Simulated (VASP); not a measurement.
# Mn3Sb (Fm-3m) in VASP: notebook, part 2 of 2

VASP 6.6.1.

## 3. Relaxation of cell and atoms, PBEsol, collinear spin, ferrimagnetic start

This run uses another cell than the first one, of 13.42 Å³/atom.

Contents of INCAR:

```
SYSTEM = Mn3Sb
  PREC = Accurate
  ENCUT = 600
  EDIFF = 1E-6
  ISMEAR = 0
  SIGMA = 0.1
  LREAL = .FALSE.
  LASPH = .TRUE.
  NELM = 150
  ALGO = Normal
  ISIF = 3
  LWAVE = .FALSE.
  LCHARG = .FALSE.
  ISPIN = 2
  MAGMOM = -0.51 -0.51 3.11 0
  LORBIT = 11
  LMAXMIX = 4
  GGA = PS
  IBRION = 2
  NSW = 100
  EDIFFG = -0.05
```

Contents of KPOINTS:

```
Automatic mesh
0
G
  6 6 6
  0 0 0
```

Contents of POSCAR:

```
Mn3Sb
1.0
    0.0000000000      2.9941220000      2.9941220000
    2.9941220000      0.0000000000      2.9941220000
    2.9941220000      2.9941220000      0.0000000000
Mn Sb
3 1
Direct
    0.7500000000      0.7500000000      0.7500000000
    0.2500000000      0.2500000000      0.2500000000
    0.0000000000      0.0000000000      0.0000000000
    0.5000000000      0.5000000000      0.5000000000
```

Potentials or basis: VASP PAW PBE potentials, release 64 (Mn_pv, Sb).

Launch:

```bash
$ cat potpaw_PBE.64/Mn_pv/POTCAR potpaw_PBE.64/Sb/POTCAR > POTCAR
$ mpirun -np 1 vasp_std > vasp.out
```

OUTCAR:

```text
SYSTEM = Mn3Sb
   PREC = Accurate
   ENCUT = 600
   EDIFF = 1E-6
   ISMEAR = 0
   LREAL = .FALSE.
   LASPH = .TRUE.
   NELM = 150
   ISIF = 3
   ISPIN = 2
   LORBIT = 11
   GGA = PS
   IBRION = 2
   NSW = 100
   EDIFFG = -0.05

 ion  position               nearest neighbor table
   1  0.750  0.750  0.750-   4 2.59   4 2.59   3 2.59   3 2.59   4 2.59   3 2.59   4 2.59   3 2.59
                             2 2.99   2 2.99   2 2.99   2 2.99   2 2.99   2 2.99
   2  0.250  0.250  0.250-   3 2.59   3 2.59   4 2.59   4 2.59   4 2.59   4 2.59   3 2.59   3 2.59
                             1 2.99   1 2.99   1 2.99   1 2.99   1 2.99   1 2.99
   3  0.000  0.000  0.000-   1 2.59   1 2.59   2 2.59   2 2.59   2 2.59   2 2.59   1 2.59   1 2.59
                             4 2.99   4 2.99   4 2.99   4 2.99   4 2.99   4 2.99
   4  0.500  0.500  0.500-   2 2.59   2 2.59   1 2.59   1 2.59   2 2.59   1 2.59   2 2.59   1 2.59
                             3 2.99   3 2.99   3 2.99   3 2.99   3 2.99   3 2.99

  LATTYP: Found a face centered cubic cell.
 ALAT       =     5.9882440000

  Lattice vectors:

 A1 = (   0.0000000000,   2.9941220000,   2.9941220000)
 A2 = (   2.9941220000,   0.0000000000,   2.9941220000)
 A3 = (   2.9941220000,   2.9941220000,   0.0000000000)

Analysis of symmetry for initial positions (statically):
=====================================================================
 Subroutine PRICEL returns:
 Original cell was already a primitive cell.

 Routine SETGRP: Setting up the symmetry group for a
 face centered cubic supercell.

 Subroutine GETGRP returns: Found 48 space group operations
 (whereof 48 operations were pure point group operations)
 out of a pool of 48 trial point group operations.

The static configuration has the point symmetry O_h .

Analysis of symmetry for dynamics (positions and initial velocities):
=====================================================================
 Subroutine PRICEL returns:
 Original cell was already a primitive cell.

 Routine SETGRP: Setting up the symmetry group for a
 face centered cubic supercell.

 Subroutine GETGRP returns: Found 48 space group operations
 (whereof 48 operations were pure point group operations)
 out of a pool of 48 trial point group operations.

The dynamic configuration has the point symmetry O_h .

Analysis of structural, dynamic, and magnetic symmetry:
=====================================================================
 Subroutine PRICEL returns:
 Original cell was already a primitive cell.

 Routine SETGRP: Setting up the symmetry group for a
 face centered cubic supercell.

 Subroutine GETGRP returns: Found 48 space group operations
 (whereof 48 operations were pure point group operations)
 out of a pool of 48 trial point group operations.

The overall configuration has the point symmetry O_h .

 Subroutine INISYM returns: Found 48 space group operations
 (whereof 48 operations are pure point group operations),
 and found     1 'primitive' translations

----------------------------------------------------------------------------------------

                                     Primitive cell

  volume of cell :      53.6832

  direct lattice vectors                    reciprocal lattice vectors
     0.000000000  2.994122000  2.994122000    -0.166993863  0.166993863  0.166993863
     2.994122000  0.000000000  2.994122000     0.166993863 -0.166993863  0.166993863
     2.994122000  2.994122000  0.000000000     0.166993863  0.166993863 -0.166993863
[... 72 lines left out ...]
   ICHARG =      2    charge: 1-file 2-atom 10-const
   ISPIN  =      2    spin polarized calculation?
   LNONCOLLINEAR =      F non collinear calculations
   LSORBIT =      F    spin-orbit coupling
   LASPH  =      T    aspherical Exc in radial PAW
   ENCUT  =  600.0 eV  44.10 Ry    6.64 a.u.   8.46  8.46  8.46*2*pi/ulx,y,z
   NELM   =    150;   NELMIN=  2; NELMDL= -5     # of ELM steps
   EDIFF  = 0.1E-05   stopping-criterion for ELM
   LREAL  =      F    real-space projection
   EDIFFG = -.5E-01   stopping-criterion for IOM
   NSW    =    100    number of steps for IOM
   IBRION =      2    ionic relax: 0-MD 1-quasi-New 2-CG
   NFREE  =      1    steps in history (QN), initial steepest desc. (CG)
   ISIF   =      3    stress and relaxation
   ISYM   =      2    0-nonsym 1-usesym 2-fastsym
   POTIM  = 0.5000    time-step for ionic-motion
   TEBEG  =    0.0;   TEEND  =   0.0 temperature during run
   PSTRESS=    0.0 pullay stress
   NELECT =      44.0000    total number of electrons
   NUPDOWN=      -1.0000    fix difference up-down
   EMIN   =  10.00;   EMAX   =-10.00  energy-range for DOS
   EFERMI =   0.00;   METHOD = LEGACY
   ISMEAR =     0;   SIGMA  =   0.10  broadening in eV -4-tet -1-fermi 0-gaus
   EFERMI_NEDOS =   21; number of points for ismear=-14 and -15
   IALGO  =     38    algorithm
   IMIX   =      4    mixing-type and parameters
     AMIX     =   0.40;   BMIX     =  1.00
     AMIX_MAG =   1.60;   BMIX_MAG =  1.00
  volume/ion in A,a.u.               =      13.42        90.57
  Fermi-wavevector in a.u.,A,eV,Ry     =   1.532073  2.895199 31.936259  2.347249
  Thomas-Fermi vector in A             =   2.639330
   LORBIT       =     11    0 simple, 1 ext, 2 COOP (PROOUT), +10 PAW based schemes
   GGA     = PS    functional components
   LHFCALC =     F    Hartree Fock is set to
   AEXX    =    0.0000 exact exchange contribution
   IVDW    =     0    specifies the selected vdW correction
   LEPSILON=     F    determine dielectric tensor
   LRPA    =     F    only Hartree local field effects (RPA)
 conjugate gradient relaxation of ions
 spin polarized calculation
 Gauss-broadening in eV      SIGMA  =   0.10
  energy-cutoff  :      600.00
  volume of cell :       53.68
 maximum number of plane-waves:      1820
 NGX is ok and might be reduce to    36
   NGX = 17   NGY = 17   NGZ = 17

--------------------------------------- Ionic step        1  -------------------------------------------

 number of electron      43.9999996 magnetization       2.0162820

 Free energy of the ion-electron system (eV)
  ---------------------------------------------------
  ext. energy  EPLUGINS =         0.00000000
  ---------------------------------------------------
  free energy    TOTEN  =       -33.30691036 eV

  energy without entropy =      -33.29403113  energy(sigma->0) =      -33.30047075

------------------------ aborting loop because EDIFF is reached ----------------------------------------

  FORCE on cell =-STRESS in cart. coord.  units (eV):
  Direction    XX          YY          ZZ          XY          YZ          ZX
  --------------------------------------------------------------------------------------
  -------------------------------------------------------------------------------------
  Total       -2.8386158     -2.8386158     -2.8386158      0.0000000     -0.0000000      0.0000000
  in kB      -84.7185907    -84.7185907    -84.7185907      0.0000000     -0.0000000      0.0000000
  external PRESSURE =     -84.7185907 kB  Pullay stress =       0.0000000 kB
[... 63 lines left out ...]
--------------------------------------- Ionic step        3  -------------------------------------------

 number of electron      44.0000027 magnetization       2.0241949

 Free energy of the ion-electron system (eV)
  ---------------------------------------------------
  ext. energy  EPLUGINS =         0.00000000
  ---------------------------------------------------
  free energy    TOTEN  =       -33.37661621 eV

  energy without entropy =      -33.36615724  energy(sigma->0) =      -33.37138673

 E-fermi :  11.7320     XC(G=0): -13.3219

 val. band max:       11.6650067200   @ k =  -0.3333   0.5000   0.1667
 cond. band min:      11.7495260815   @ k =  -0.3333   0.3333   0.1667
 fundamental gap:      0.0845193615
 Fermi energy:        11.7320382835

 spin component 1

 k-point     1 :       0.0000    0.0000    0.0000
  band No.  band energies     occupation
      1     -37.6103      1.00000
      2     -37.6103      1.00000
      3     -37.6103      1.00000
      4     -35.7288      1.00000
      5     -35.7288      1.00000
      6     -35.7288      1.00000
[... 469 lines left out ...]
     26      12.4887      0.00000
     27      12.6715      0.00000
 Fermi energy:        11.7320382835

 spin component 2

 k-point     1 :       0.0000    0.0000    0.0000
  band No.  band energies     occupation
      1     -36.0948      1.00000
      2     -36.0948      1.00000
      3     -36.0948      1.00000
      4     -36.0464      1.00000
      5     -36.0464      1.00000
      6     -36.0464      1.00000
[... 500 lines left out ...]
  FREE ENERGIE OF THE ION-ELECTRON SYSTEM (eV)
  ---------------------------------------------------
  free  energy   TOTEN  =       -33.3766162100 eV

  energy  without entropy=      -33.3661572450  energy(sigma->0) =      -33.37138673

 reached required accuracy - stopping structural energy minimisation

 total charge

# of ion       s       p       d       tot
------------------------------------------
    1        0.312   6.324   5.333  11.968
    2        0.312   6.324   5.333  11.968
    3        0.349   6.324   5.087  11.760
    4        1.054   1.399   0.158   2.610
--------------------------------------------------
tot          2.027  20.369  15.910  38.306

 magnetization (x)

# of ion       s       p       d       tot
------------------------------------------
    1       -0.005  -0.012  -0.368  -0.384
    2       -0.005  -0.012  -0.368  -0.384
    3        0.022   0.030   2.645   2.698
    4        0.020   0.017  -0.007   0.029
--------------------------------------------------
tot          0.032   0.024   1.902   1.958
```

It took 2.2 min on 1 thread of AMD EPYC 9R45 (Zen 5), shared host; peak memory 0.24 GiB.

Results:

| Quantity | Value |
| --- | --- |
| Free energy | -33.3766 eV |
| Relaxed volume | 12.80 Å³/atom |
| Relaxed cell | a = 4.168 Å, b = 4.168 Å, c = 4.168 Å, α = 60.00°, β = 60.00°, γ = 60.00° |
| Space group after relaxing (to 0.1 Å) | Fm-3m (No. 225) |
| Energy gained by relaxing | 17.4 meV/atom |
| Ionic steps | 3 |
| Pressure after relaxing | -0.1 GPa |
| Band gap on the k mesh | zero (filled and empty bands overlap) |
| Net moment | 2.02 μB per cell |
| Site moments | Mn -0.38, +2.70 (each value once); Sb +0.03 μB |
| Valence electrons inside the program's atomic spheres | Mn 11.97, 11.76 (each value once); Sb 2.61 |

The path:
```tsv
step	energy change (eV)	largest force (eV/Å)	pressure (GPa)	volume (Å³)
1	0.0000	0.0000	-8.47	53.68
2	0.0411	0.0000	13.33	48.36
3	-0.0697	0.0000	-0.12	51.21
```

Final structure:
```yaml
crystal:
  lattice:
    - [0.00000, 2.94745, 2.94745]
    - [2.94745, 0.00000, 2.94745]
    - [2.94745, 2.94745, 0.00000]
  atoms:
    - { symbol: Mn, position: [0.75000, 0.75000, 0.75000] }
    - { symbol: Mn, position: [0.25000, 0.25000, 0.25000] }
    - { symbol: Mn, position: [0.00000, 0.00000, 0.00000] }
    - { symbol: Sb, position: [0.50000, 0.50000, 0.50000] }
```

Caveat: the PAW data sets were made with another functional, which shifts forces and pressure a little; spin-orbit coupling is left out, which moves the levels of the heavy elements.

## 4. Single point, PBEsol, collinear spin, ferrimagnetic start

This run uses another cell than the first one, of 13.42 Å³/atom.

Contents of INCAR:

```
  PREC = Accurate
  ENCUT = 520
  EDIFF = 1E-7
  ISMEAR = 0
  SIGMA = 0.1
  LREAL = F
  LASPH = T
  NELM = 150
  ALGO = Normal
  ISIF = 2
  LWAVE = F
  LCHARG = F
  ISPIN = 2
  MAGMOM = -4 -4 4 0
  LORBIT = 11
  LMAXMIX = 4
  GGA = PS
  NBANDS = 34
```

Contents of KPOINTS:

```
Automatic mesh
0
Gamma
  6 6 6
```

POSCAR is that of step 3.

Potentials or basis: VASP PAW PBE potentials, release 64 (Mn_pv, Sb).

Launch:

```bash
$ cat potpaw_PBE.64/Mn_pv/POTCAR potpaw_PBE.64/Sb/POTCAR > POTCAR
$ mpirun -np 1 vasp_std > vasp.out
```

OUTCAR:

```text
PREC = Accurate
   ENCUT = 520
   EDIFF = 1E-7
   ISMEAR = 0
   LREAL = F
   LASPH = T
   NELM = 150
   ISIF = 2
   ISPIN = 2
   LORBIT = 11
   GGA = PS

 ion  position               nearest neighbor table
   1  0.750  0.750  0.750-   4 2.59   4 2.59   3 2.59   3 2.59   4 2.59   3 2.59   4 2.59   3 2.59
                             2 2.99   2 2.99   2 2.99   2 2.99   2 2.99   2 2.99
   2  0.250  0.250  0.250-   3 2.59   3 2.59   4 2.59   4 2.59   4 2.59   4 2.59   3 2.59   3 2.59
                             1 2.99   1 2.99   1 2.99   1 2.99   1 2.99   1 2.99
   3  0.000  0.000  0.000-   1 2.59   1 2.59   2 2.59   2 2.59   2 2.59   2 2.59   1 2.59   1 2.59
                             4 2.99   4 2.99   4 2.99   4 2.99   4 2.99   4 2.99
[... 1410 lines left out ...]
     2.994122000  2.994122000  0.000000000     0.166993863  0.166993863 -0.166993863

 POSITION                                       TOTAL-FORCE (eV/Angst)
 -----------------------------------------------------------------------------------
      4.49118      4.49118      4.49118        -0.000000     -0.000000     -0.000000
      1.49706      1.49706      1.49706         0.000000      0.000000      0.000000
      0.00000      0.00000      0.00000         0.000000     -0.000000      0.000000
      2.99412      2.99412      2.99412         0.000000     -0.000000      0.000000
 -----------------------------------------------------------------------------------
    total drift:                               -0.000000     -0.000000      0.000000

  FREE ENERGIE OF THE ION-ELECTRON SYSTEM (eV)
  ---------------------------------------------------
  free  energy   TOTEN  =       -33.3069606003 eV

  energy  without entropy=      -33.2940829895  energy(sigma->0) =      -33.30052179

 total charge

# of ion       s       p       d       tot
------------------------------------------
    1        0.298   6.297   5.289  11.884
    2        0.298   6.297   5.289  11.884
    3        0.335   6.298   5.054  11.688
    4        1.053   1.363   0.143   2.558
--------------------------------------------------
tot          1.985  20.254  15.775  38.014

 magnetization (x)

# of ion       s       p       d       tot
------------------------------------------
    1       -0.006  -0.012  -0.460  -0.478
    2       -0.006  -0.012  -0.460  -0.478
    3        0.026   0.033   2.809   2.868
    4        0.020   0.021  -0.008   0.034
--------------------------------------------------
tot          0.035   0.029   1.881   1.945
```

Run time: 78 s. Hardware: 1 thread of AMD EPYC 9R45 (Zen 5), shared host; peak memory 0.19 GiB.

Results:

| Property | Result |
| --- | --- |
| Free energy | -33.3070 eV |
| Pressure | -8.4 GPa |
| Band gap on the k mesh | zero (filled and empty bands overlap) |
| Net moment | 2.02 μB per cell |
| Site moments | Mn -0.48, +2.87 (each value once); Sb +0.03 μB |
| Valence electrons inside the program's atomic spheres | Mn 11.88, 11.69 (each value once); Sb 2.56 |

Levels at points of the mesh, in eV from the Fermi level:
Spin up:
```tsv
k point	band 20	band 21	band 22	band 23	band 24	band 25	band 26	band 27
(0.00, 0.00, 0.00)	-0.57	0.40	0.40	0.40	0.78	0.78	1.33	3.59
(0.50, 0.00, 0.00)	-0.90	-0.84	-0.65	-0.65	0.04	0.04	0.11	3.08
(0.50, 0.50, 0.00)	-1.63	-0.64	-0.64	-0.27	0.29	0.43	0.43	0.73
```
Spin down:
```tsv
k point	band 17	band 18	band 19	band 20	band 21	band 22	band 23	band 24	band 25	band 26
(0.00, 0.00, 0.00)	-1.32	-1.32	0.02	0.02	0.02	0.58	0.58	1.55	1.55	1.72
(0.50, 0.00, 0.00)	-1.84	-1.84	-1.18	-1.04	-1.04	0.67	0.67	1.12	1.36	1.36
(0.50, 0.50, 0.00)	-1.72	-1.72	-1.04	-1.04	-0.29	0.50	0.54	0.69	0.80	1.21
```

Caveat: the cell stands under tension; the PAW data sets were made with another functional, which shifts forces and pressure a little; spin-orbit coupling is left out, which moves the levels of the heavy elements.

## 5. Summary

```csv
task,cell,cutoff (eV),gap on the mesh (eV),pressure (GPa),moment (μB)
single point,"a = 4.167 Å, angles 60.0°, 4 atoms",520,none,0.2,2.02
relaxation of cell and atoms,"relaxed from a = 4.234 Å, angles 60.0°, 4 atoms",600,none,-0.1,2.02
single point,"a = 4.234 Å, angles 60.0°, 4 atoms",520,none,-8.4,2.02
```

Alike in all rows: level PBEsol; potentials or basis VASP PAW PBE potentials, release 64 (Mn_pv, Sb); spin collinear, ferrimagnetic start; k mesh 6 × 6 × 6; smearing gaussian 0.1 eV.

Caveats: the PAW data sets were made with another functional, which shifts forces and pressure a little; spin-orbit coupling is left out, which moves the levels of the heavy elements; the cell stands under tension (at least some runs).

Absolute energies hang on the potentials; compare differences alone.

The gap in the log of VASP goes by the Fermi energy; the results here count the filled bands.